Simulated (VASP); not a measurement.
# Al30Si (a cell with a defect) in VASP: single point with PBE

Aim: the single point of Al30Si (a cell with a defect) with PBE.

All numbers are computed with VASP 6.6.1; they aren't measurements. Logs are shortened: lines on timing, memory, paths and dates and some standing lists are left out, and cuts for length are marked.

## 1. The cell of the first run

The cell holds a defect, 31 atoms: a = 8.100 Å, b = 8.100 Å, c = 8.100 Å, α = 90.00°, β = 90.00°, γ = 90.00°.

## 2. Single point, PBE

The input, INCAR:

```
PREC = Accurate ; ENCUT = 520
EDIFF = 1E-6 ; ISMEAR = -1
SIGMA = 0.15 ; LREAL = Auto
LASPH = True ; NELM = 60
ALGO = Normal ; ISIF = 2
LWAVE = False ; LCHARG = False
GGA = PE ; NBANDS = 68
```

The input, KPOINTS:

```
regular mesh
0
Gamma
  2 2 2
```

The input, POSCAR:

```
Al30Si
1.0
    8.1000000000      0.0000000000      0.0000000000
    0.0000000000      8.1000000000      0.0000000000
    0.0000000000      0.0000000000      8.1000000000
Al Si
30 1
Direct
    0.4943917284     -0.0000467901      0.0056016049
    0.7493235802      0.2498497531      0.0020260494
    0.7489286420     -0.0000369136      0.2519439506
    0.0026058025     -0.0000466667      0.0058288889
    0.2459661728      0.2486027160      0.0054429630
    0.4979416049      0.4999633333      0.0003746914
    0.7493124691      0.7500556790      0.0020002469
    0.5003517284      0.2541749383      0.2506398765
    0.7548420988      0.4999591358      0.2480950617
    0.7497083951      0.2501880247      0.5002480247
    0.7497904938     -0.0000549383      0.7512990123
   -0.0007480247      0.4999516049      0.0012292593
    0.2459507407      0.7513024691      0.0054479012
    0.0030544444      0.2473133333      0.2485575309
    0.2471709877      0.4999690123      0.2498320988
    0.5003133333      0.7457607407      0.2506367901
    0.0031033333     -0.0000549383      0.4962000000
    0.2504697531      0.2488379012      0.4999161728
    0.4970761728      0.4999619753      0.5003249383
    0.7496830864      0.7497171605      0.5002724691
    0.2474614815     -0.0000334568      0.7537424691
    0.4974979012      0.2485085185      0.7520001235
    0.7483819753      0.4999639506      0.7514383951
    0.0030520988      0.7525843210      0.2485538272
    0.0006577778      0.4999533333      0.5000975309
    0.2504639506      0.7511071605      0.4998772840
    0.0000816049      0.2509658025      0.7510396296
    0.2463430864      0.4999571605      0.7539667901
    0.4975156790      0.7514065432      0.7519913580
    0.0000453086      0.7489381481      0.7510325926
    0.2796596296      0.0000007407      0.2726838272
```

Potentials or basis: VASP PAW PBE potentials, release 64 (Al, Si).

Command:

```
> cat potpaw_PBE.64/Al/POTCAR potpaw_PBE.64/Si/POTCAR > POTCAR
> mpirun -np 1 vasp_std > vasp.out
```

OUTCAR:

```text
PREC = Accurate
   ENCUT = 520
   EDIFF = 1E-6
   ISMEAR = -1
   LREAL = Auto
   LASPH = True
   NELM = 60
   ISIF = 2
   GGA = PE

 ion  position               nearest neighbor table
   1  0.494  1.000  0.006-  31 2.78   5 2.85  13 2.85  21 2.86  16 2.86   8 2.86   3 2.87  22 2.88
                            29 2.88   7 2.89   2 2.89  11 2.92
   2  0.749  0.250  0.002-   9 2.84   8 2.85   3 2.86  12 2.86  14 2.87  11 2.87  23 2.87   6 2.87
                            27 2.87  22 2.87   4 2.88   1 2.89
   3  0.749  1.000  0.252-  17 2.86  10 2.86  20 2.86   2 2.86   4 2.86   7 2.86   1 2.87  14 2.87
                            24 2.87   8 2.88  16 2.88
   4  0.003  1.000  0.006-  14 2.81  24 2.81  13 2.82   5 2.82  21 2.85   3 2.86   2 2.88   7 2.88
                            27 2.90  30 2.90  11 2.91  31 3.12
   5  0.246  0.249  0.005-  14 2.78   4 2.82  15 2.84   1 2.85  12 2.85   8 2.86  21 2.87  27 2.87
                            28 2.88   6 2.88  22 2.89  31 2.97
   6  0.498  0.500  0.000-   8 2.84  16 2.84  28 2.85  23 2.86  29 2.86  22 2.86  15 2.87   7 2.87
                             2 2.87  13 2.88   5 2.88   9 2.89
   7  0.749  0.750  0.002-   9 2.84  16 2.85   3 2.86  12 2.86  24 2.87  11 2.87  23 2.87   6 2.87
                            30 2.87  29 2.87   4 2.88   1 2.89
   8  0.500  0.254  0.251-  31 2.73  19 2.84   6 2.84   2 2.85  10 2.86  15 2.86  18 2.86   1 2.86
                             5 2.86   9 2.87   3 2.88
   9  0.755  0.500  0.248-  12 2.81   2 2.84   7 2.84  25 2.85   8 2.87  16 2.87  24 2.87  14 2.87
[... 31 lines left out ...]
  25  0.001  0.500  0.500-  15 2.85   9 2.85  28 2.86  30 2.86  27 2.86  10 2.87  20 2.87  18 2.87
                            26 2.87  23 2.88  24 2.89  14 2.89
  26  0.250  0.751  0.500-  31 2.74  17 2.84  19 2.85  24 2.86  16 2.86  29 2.86  25 2.87  15 2.87
                            30 2.87  21 2.88  28 2.89
  27  0.000  0.251  0.751-  28 2.84  21 2.85  12 2.86  25 2.86   5 2.87  23 2.87  10 2.87  11 2.87
                            18 2.87   2 2.87   4 2.90  17 2.90
  28  0.246  0.500  0.754-  12 2.83  27 2.84  30 2.84   6 2.85  25 2.86  22 2.88  29 2.88  13 2.88
                             5 2.88  19 2.89  18 2.89  26 2.89
  29  0.498  0.751  0.752-  21 2.86  26 2.86   6 2.86  11 2.87   7 2.87   1 2.88  23 2.88  28 2.88
                            19 2.88  20 2.89  13 2.89
  30  0.000  0.749  0.751-  28 2.84  21 2.86  12 2.86  25 2.86  13 2.87  23 2.87  20 2.87  11 2.87
                            26 2.87   7 2.87   4 2.90  17 2.90
  31  0.280  0.000  0.273-   8 2.73  16 2.73  18 2.74  26 2.74   1 2.78  17 2.88   5 2.97  13 2.97
                            14 3.01  24 3.01   4 3.12

  LATTYP: Found a simple cubic cell.
 ALAT       =     8.1000000000

  Lattice vectors:

 A1 = (   8.1000000000,   0.0000000000,   0.0000000000)
 A2 = (   0.0000000000,   8.1000000000,   0.0000000000)
 A3 = (   0.0000000000,   0.0000000000,   8.1000000000)

Analysis of symmetry for initial positions (statically):
=====================================================================
 Subroutine PRICEL returns:
 Original cell was already a primitive cell.

 Routine SETGRP: Setting up the symmetry group for a
 simple cubic supercell.

 Subroutine GETGRP returns: Found  1 space group operations
 (whereof  1 operations were pure point group operations)
 out of a pool of 48 trial point group operations.

The static configuration has the point symmetry C_1 .

Analysis of symmetry for dynamics (positions and initial velocities):
=====================================================================
 Subroutine PRICEL returns:
 Original cell was already a primitive cell.

 Routine SETGRP: Setting up the symmetry group for a
 simple cubic supercell.

 Subroutine GETGRP returns: Found  1 space group operations
 (whereof  1 operations were pure point group operations)
 out of a pool of 48 trial point group operations.

The dynamic configuration has the point symmetry C_1 .

 Subroutine INISYM returns: Found  1 space group operations
 (whereof  1 operations are pure point group operations),
 and found     1 'primitive' translations

----------------------------------------------------------------------------------------

                                     Primitive cell

  volume of cell :     531.4410

  direct lattice vectors                    reciprocal lattice vectors
     8.100000000  0.000000000  0.000000000     0.123456790  0.000000000  0.000000000
     0.000000000  8.100000000  0.000000000     0.000000000  0.123456790  0.000000000
     0.000000000  0.000000000  8.100000000     0.000000000  0.000000000  0.123456790

[... 75 lines left out ...]
 Grid dimensions read from file:
 generate k-points for:    2    2    2

 Generating k-lattice:

  Cartesian coordinates                     Fractional coordinates (reciprocal lattice)
     0.061728395  0.000000000  0.000000000     0.500000000  0.000000000  0.000000000
     0.000000000  0.061728395  0.000000000     0.000000000  0.500000000  0.000000000
     0.000000000  0.000000000  0.061728395     0.000000000  0.000000000  0.500000000

  Length of vectors
     0.061728395  0.061728395  0.061728395

  Shift w.r.t. Gamma in fractional coordinates (k-lattice)
     0.000000000  0.000000000  0.000000000

 Subroutine IBZKPT returns following result:
 ===========================================

 Found      8 irreducible k-points:

 Following reciprocal coordinates:
            Coordinates               Weight
  0.000000  0.000000  0.000000      1.000000
  0.500000  0.000000  0.000000      1.000000
  0.000000  0.500000  0.000000      1.000000
  0.000000  0.000000  0.500000      1.000000
  0.500000  0.500000  0.000000      1.000000
  0.000000  0.500000  0.500000      1.000000
  0.500000  0.000000  0.500000      1.000000
  0.500000  0.500000  0.500000      1.000000
   k-points           NKPTS =      8   k-points in BZ     NKDIM =      8   number of bands    NBANDS=     68
   number of dos      NEDOS =    301   number of ions     NIONS =     31
   total plane-waves  NPLWV = 216000
   dimension x,y,z NGX =    60 NGY =   60 NGZ =   60
   dimension x,y,z NGXF=   120 NGYF=  120 NGZF=  120
   ions per type =              30   1
   NGX,Y,Z   is equivalent  to a cutoff of  12.31, 12.31, 12.31 a.u.
   NGXF,Y,Z  is equivalent  to a cutoff of  24.63, 24.63, 24.63 a.u.
 SYSTEM =  unknown system
   PREC   = accura    normal or accurate (medium, high low for compatibility)
   ISTART =      0    job   : 0-new  1-cont  2-samecut
   ICHARG =      2    charge: 1-file 2-atom 10-const
   ISPIN  =      1    spin polarized calculation?
   LNONCOLLINEAR =      F non collinear calculations
   LSORBIT =      F    spin-orbit coupling
   LASPH  =      T    aspherical Exc in radial PAW
   ENCUT  =  520.0 eV  38.22 Ry    6.18 a.u.  15.06 15.06 15.06*2*pi/ulx,y,z
   NELM   =     60;   NELMIN=  2; NELMDL= -5     # of ELM steps
   EDIFF  = 0.1E-05   stopping-criterion for ELM
   LREAL  =      T    real-space projection
   EDIFFG = 0.1E-04   stopping-criterion for IOM
   NSW    =      0    number of steps for IOM
   IBRION =     -1    ionic relax: 0-MD 1-quasi-New 2-CG
   NFREE  =      0    steps in history (QN), initial steepest desc. (CG)
   ISIF   =      2    stress and relaxation
   ISYM   =      2    0-nonsym 1-usesym 2-fastsym
   POTIM  = 0.5000    time-step for ionic-motion
   TEBEG  =    0.0;   TEEND  =   0.0 temperature during run
   PSTRESS=    0.0 pullay stress
   NELECT =      94.0000    total number of electrons
   NUPDOWN=      -1.0000    fix difference up-down
   EMIN   =  10.00;   EMAX   =-10.00  energy-range for DOS
   EFERMI =   0.00;   METHOD = LEGACY
   ISMEAR =    -1;   SIGMA  =   0.15  broadening in eV -4-tet -1-fermi 0-gaus
   EFERMI_NEDOS =   21; number of points for ismear=-14 and -15
   IALGO  =     38    algorithm
   IMIX   =      4    mixing-type and parameters
     AMIX     =   0.40;   BMIX     =  1.00
     AMIX_MAG =   1.60;   BMIX_MAG =  1.00
  volume/ion in A,a.u.               =      17.14       115.69
  Fermi-wavevector in a.u.,A,eV,Ry     =   0.918965  1.736593 11.490081  0.844497
  Thomas-Fermi vector in A             =   2.044106
   LORBIT       =      0    0 simple, 1 ext, 2 COOP (PROOUT), +10 PAW based schemes
   GGA     = PE    functional components
   LHFCALC =     F    Hartree Fock is set to
   AEXX    =    0.0000 exact exchange contribution
   IVDW    =     0    specifies the selected vdW correction
   LEPSILON=     F    determine dielectric tensor
   LRPA    =     F    only Hartree local field effects (RPA)
 non-spin polarized calculation
  energy-cutoff  :      520.00
  volume of cell :      531.44
 maximum number of plane-waves:     14400
   NGX = 31   NGY = 31   NGZ = 31

 number of electron      93.9999999 magnetization

 Free energy of the ion-electron system (eV)
  ---------------------------------------------------
  ext. energy  EPLUGINS =         0.00000000
  ---------------------------------------------------
  free energy    TOTEN  =      -116.80767649 eV

  energy without entropy =     -115.72528618  energy(sigma->0) =     -116.26648134

 E-fermi :   7.3408     XC(G=0): -10.0418

 val. band max:        7.3402949660   @ k =   0.0000   0.0000   0.5000
 cond. band min:       7.3467971005   @ k =   0.0000   0.5000   0.0000
 fundamental gap:      0.0065021345
 Fermi energy:         7.3408289489

 k-point     1 :       0.0000    0.0000    0.0000
  band No.  band energies     occupation
      1      -3.4625      2.00000
      2      -1.7134      2.00000
      3      -1.2448      2.00000
      4      -1.1913      2.00000
      5      -1.1836      2.00000
      6      -1.1453      2.00000
[... 485 lines left out ...]
     58      10.6654      0.00000
     59      10.7162      0.00000
 [bands above 59 left out]

------------------------ aborting loop because EDIFF is reached ----------------------------------------

  FORCE on cell =-STRESS in cart. coord.  units (eV):
  Direction    XX          YY          ZZ          XY          YZ          ZX
  --------------------------------------------------------------------------------------
  -------------------------------------------------------------------------------------
  Total       -3.8891967     -4.8663855     -3.6914129     -0.0019295     -0.0017637     -0.1449592
  in kB      -11.7250698    -14.6710782    -11.1287953     -0.0058170     -0.0053171     -0.4370201
  external PRESSURE =     -12.5083144 kB  Pullay stress =       0.0000000 kB

 VOLUME and BASIS-vectors are now :
 -----------------------------------------------------------------------------
  energy-cutoff  :      520.00
  volume of cell :      531.44
      direct lattice vectors                 reciprocal lattice vectors
     8.100000000  0.000000000  0.000000000     0.123456790  0.000000000  0.000000000
     0.000000000  8.100000000  0.000000000     0.000000000  0.123456790  0.000000000
     0.000000000  0.000000000  8.100000000     0.000000000  0.000000000  0.123456790

 POSITION                                       TOTAL-FORCE (eV/Angst)
 -----------------------------------------------------------------------------------
      4.00457      8.09962      0.04537         0.045583      0.000521     -0.017521
      6.06952      2.02378      0.01641         0.019966      0.001609      0.016310
      6.06632      8.09970      2.04075         0.051990     -0.000547     -0.022193
      0.02111      8.09962      0.04721         0.034516     -0.000227      0.021914
      1.99233      2.01368      0.04409         0.016310     -0.008269      0.009150
      4.03333      4.04970      0.00304        -0.001859      0.000029      0.040323
[... 23 lines left out ...]
      0.00037      6.06640      6.08336         0.016858      0.003005      0.024586
      2.26524      0.00001      2.20874        -0.374044     -0.000002     -0.265894
 -----------------------------------------------------------------------------------
    total drift:                               -0.030819     -0.004496      0.039799

  FREE ENERGIE OF THE ION-ELECTRON SYSTEM (eV)
  ---------------------------------------------------
  free  energy   TOTEN  =      -116.8076764904 eV

  energy  without entropy=     -115.7252861843  energy(sigma->0) =     -116.26648134
```

It took 3 min on 1 thread of AMD EPYC 9R45 (Zen 5), shared host; peak memory 0.52 GiB.

What came out:

```
Free energy            : -116.8077 eV
Pressure               : -1.3 GPa
Largest force          : 0.459 eV/Å
Band gap on the k mesh : zero (bands 47 and 48 overlap by 0.93 eV)
```

Forces in eV/Å, atoms in the order of the input:
```
Al   0.046  0.001 -0.018
Al   0.020  0.002  0.016
Al   0.052 -0.001 -0.022
Al   0.035  0.000  0.022
Al   0.016 -0.008  0.009
Al  -0.002  0.000  0.040
Al   0.021 -0.002  0.018
Al  -0.022 -0.078  0.019
Al  -0.008  0.001  0.002
Al   0.011 -0.012 -0.008
Al   0.024  0.001  0.025
Al   0.021  0.000  0.025
Al   0.016  0.009  0.008
Al   0.026 -0.002  0.010
Al   0.005 -0.001 -0.003
Al  -0.021  0.079  0.019
Al   0.005  0.001  0.027
Al   0.014 -0.036 -0.009
Al   0.002  0.000 -0.007
Al   0.011  0.012 -0.009
Al  -0.006 -0.001  0.011
Al  -0.003 -0.004  0.010
Al   0.005 -0.001  0.007
Al   0.024  0.002  0.009
Al   0.028 -0.001  0.000
Al   0.015  0.035 -0.008
Al   0.016 -0.003  0.024
Al   0.012  0.001  0.012
Al  -0.005  0.004  0.010
Al   0.017  0.003  0.025
Si  -0.374  0.000 -0.266
```

Levels at points of the mesh, in eV from the Fermi level:
```
           k point  band 45  band 46  band 47  band 48  band 49  band 50
(0.00, 0.00, 0.00)    -0.17     0.45     0.51     0.56     0.60     0.60
(0.50, 0.00, 0.00)    -0.19    -0.06    -0.06    -0.02     0.01     0.19
(0.00, 0.50, 0.00)    -0.20    -0.06    -0.03    -0.02     0.01     0.07
(0.00, 0.00, 0.50)    -0.19    -0.07    -0.06    -0.02     0.00     0.19
(0.50, 0.50, 0.00)    -0.28    -0.12    -0.10     0.46     0.97     1.00
(0.00, 0.50, 0.50)    -0.32    -0.12    -0.10     0.45     0.98     1.00
(0.50, 0.00, 0.50)    -0.38    -0.11    -0.09     0.48     1.07     1.12
(0.50, 0.50, 0.50)    -0.45    -0.43    -0.43    -0.42    -0.38    -0.32
```

Caveat: the k points lie up to 0.39 Å⁻¹ apart, too coarse for converged energies and pressures of a metal.
